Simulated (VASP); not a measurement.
A run of VASP 6.6.1:

Contents of INCAR:

```
PREC = Accurate
ENCUT = 520
EDIFF = 1E-6
ISMEAR = -1
SIGMA = 0.08
LREAL = False
LASPH = True
NELM = 60
ALGO = Normal
ISIF = 2
LWAVE = False
LCHARG = True
GGA = PE
LELF = True
LVHAR = True
NBANDS = 12
```

Contents of KPOINTS:

```
Automatic mesh
0
Gamma
  15 15 14
```

File POSCAR:

```
Ag
1.0
    2.8464770861      0.0000000000      0.0000000000
   -1.4232385430      2.4651214678      0.0000000000
    0.0000000000      0.0000000000      2.7685463678
Ag
1
Direct
    0.0000000000      0.0000000000      0.0000000000
```

Potentials or basis: VASP PAW PBE potentials, release 64 (Ag).

Launch:

```console
$ cat potpaw_PBE.64/Ag/POTCAR > POTCAR
$ mpirun -np 1 vasp_std > vasp.out
```

Hardware: 1 thread of Intel(R) Xeon(R) Platinum 8259CL CPU @ 2.50GHz (Skylake/Cascade Lake) (shared host).

Problem. How long does it take, and how much memory?

Solution. Run time: 22 s on 1 thread of Intel(R) Xeon(R) Platinum 8259CL CPU @ 2.50GHz (Skylake/Cascade Lake), with other jobs on the host, peak memory 0.17 GiB. Counts: scf iterations 11, k points 216.
